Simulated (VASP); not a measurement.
Wanted: the native input for a VASP 6.6.1 run.

```yaml
Task: single point
Functional: PBEsol
Potentials_or_basis: VASP PAW PBE potentials, release 64 (W_sv, C)
Cutoff: 520 eV
k_mesh: 13 × 13 × 12
Occupations: fermi-dirac, width 0.05 eV
Spin: no spin polarisation
Dipole_correction: no
Further_INCAR_settings: ALGO = Normal; EDIFF = 1e-06; NBANDS = 16
```

The structure of WC lies in POSCAR:

```
WC
1.0
    2.9101377242      0.0000000000      0.0000000000
   -1.4550688621      2.5202531977      0.0000000000
    0.0000000000      0.0000000000      2.8383987401
W C
1 1
Direct
    0.0000000000      0.0000000000      0.0000000000
    0.6666666667      0.3333333333      0.5000000000
```

This cell differs from its parent crystal: volume scaled by 1.01.

The input as run:

INCAR

```
ALGO     = Normal         # electronic algorithm
EDIFF    = 1E-6           # SCF threshold, eV
ENCUT    = 520            # plane-wave cutoff, eV
GGA      = PS             # functional
ISIF     = 2              # what is computed and relaxed
ISMEAR   = -1             # smearing method
LASPH    = T              # aspherical terms in the spheres
LCHARG   = F              # write CHGCAR
LREAL    = F              # projectors in reciprocal space
LWAVE    = F              # write WAVECAR
NBANDS   = 16             # bands
NELM     = 80             # most SCF steps
PREC     = Accurate       # precision mode
SIGMA    = 0.05           # smearing width, eV
```

KPOINTS

```
k-points
0
Gamma
  13 13 12
```

Potentials or basis: VASP PAW PBE potentials, release 64 (W_sv, C).

Launch:

```console
$ cat potpaw_PBE.64/W_sv/POTCAR potpaw_PBE.64/C/POTCAR > POTCAR
$ mpirun -np 1 vasp_std > vasp.out
```

It gave:

| Quantity | Value |
| --- | --- |
| Pressure | -3.6 GPa |
| Band gap on the k mesh | zero (band 9 reaches 11.55 eV, above the bottom of band 10 at 10.29 eV) |

Caveat: the PAW data sets were made with another functional, which shifts forces and pressure a little; spin-orbit coupling is left out, which moves the levels of the heavy elements.

It took 14 s on 1 thread of Intel(R) Xeon(R) 6975P-C (Granite Rapids), with other jobs on the host, peak memory 0.17 GiB.
